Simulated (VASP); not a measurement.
Here is a VASP 6.6.1 calculation.

The input INCAR:

```
SYSTEM = ZnO
PREC = Accurate ; ENCUT = 520
EDIFF = 1E-7 ; ISMEAR = 0
SIGMA = 0.05 ; LREAL = .FALSE.
LASPH = .TRUE. ; NELM = 80
ALGO = Normal ; ISIF = 2
LWAVE = .FALSE. ; LCHARG = .TRUE.
GGA = PE ; IVDW = 13
LELF = .TRUE. ; LVHAR = .TRUE.
NBANDS = 26
```

File KPOINTS:

```
Automatic mesh
0
G
  8 8 6
  0 0 0
```

File POSCAR:

```
ZnO
1.0
    3.2301062517      0.0000000000      0.0000000000
   -1.6150531258      2.7973540709      0.0000000000
    0.0000000000      0.0000000000      5.2122149087
Zn O
2 2
Direct
    0.3333333333      0.6666666667      0.0015124609
    0.6666666667      0.3333333333      0.5015124609
    0.3333333333      0.6666666667      0.3805875391
    0.6666666667      0.3333333333      0.8805875391
```

Potentials or basis: VASP PAW PBE potentials, release 64 (Zn, O).

Run with:

```console
$ cat potpaw_PBE.64/Zn/POTCAR potpaw_PBE.64/O/POTCAR > POTCAR
$ mpirun -np 1 vasp_std > vasp.out
```

Question: What does it give for the dispersion energy per atom?

Answer: -0.241 eV.

Question: Predict the pressure.

Answer: 4.1 GPa.

Question: What does it give for the band gap on the k mesh?

Answer: 0.80 eV, direct.

Forces on the atoms (eV/Å):
```
Zn   0.000  0.000  0.003
Zn   0.000  0.000  0.003
O    0.000  0.000 -0.003
O    0.000  0.000 -0.003
```
